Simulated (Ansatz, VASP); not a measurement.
## As in VASP and in Ansatz

File INCAR:

```
PREC = Accurate
ENCUT = 520
EDIFF = 1E-6
ISMEAR = -1
SIGMA = 0.1
LREAL = False
LASPH = True
NELM = 60
ALGO = Normal
ISIF = 2
LWAVE = False
LCHARG = False
GGA = RP
NBANDS = 18
```

KPOINTS

```
regular mesh
0
Gamma
  14 14 4
```

The input POSCAR:

```
As
1.0
    2.9121392714      0.0000000000      0.0000000000
   -1.4560696357      2.5219865884      0.0000000000
    0.0000000000      0.0000000000      9.8684218750
As
4
Direct
    0.0000000000      1.0000000000      0.0000000000
    0.0000000000      1.0000000000      0.5000000000
    0.3333333333      0.6666666667      0.2500000000
    0.6666666667      0.3333333333      0.7500000000
```

Input for Ansatz:

```yaml
crystal:
  lattice:
    - [2.9121392714, 0.0, 0.0]
    - [-1.4560696357, 2.5219865884, 0.0]
    - [0.0, 0.0, 9.868421875]
  atoms:
    - { symbol: As, position: [0.0, 1.0, 0.0] }
    - { symbol: As, position: [0.0, 1.0, 0.5] }
    - { symbol: As, position: [0.3333333333, 0.6666666667, 0.25] }
    - { symbol: As, position: [0.6666666667, 0.3333333333, 0.75] }
hamiltonian:
  xc: rpbe
  pseudopotentials:
    kind: paw
    azcp:
      As: "pseudopotentials/As.paw.azcp"
basis:
  ecutwfc: 420
  fft_grid_basis: typed
kpoints:
  mp_grid: { grid: [14, 14, 4], shift: [0, 0, 0] }
magnetization:
  spin_polarized: false
scf:
  occupations: { method: fermi_dirac, width: 0.1 }
  lower_state_search: "off"
output:
  stress: true
  write_density: true
  write_potential: true
  elf: true
  volumetric_format: npy
```

Alike in both runs: task single point; functional RPBE; k mesh 14 × 14 × 4; occupations fermi-dirac, width 0.1 eV; no spin polarisation.

|  | VASP | Ansatz |
| --- | --- | --- |
| version | VASP 6.6.1 | Ansatz 0.2.0 |
| potentials or method | VASP PAW PBE potentials, release 64 (As), cutoff 520 eV | plane waves (420 eV) with PAW, scalar-relativistic |
| valence electrons in the cell | 20 | 60 |

Ansatz gave:

```
pressure (GPa)                                                : 7.4
traceless stress, the component that is largest in VASP (GPa) : 0.30
```

Problem. What did VASP give for the same quantities?

Solution. Pressure (GPa): 7.4; traceless stress, the component that is largest in VASP (GPa): 0.29.

VASP's potentials were made for PBE, not for RPBE. VASP's potentials hold 20 valence electrons a cell and Ansatz's 60, so a difference there can come from the potentials and not from the codes.
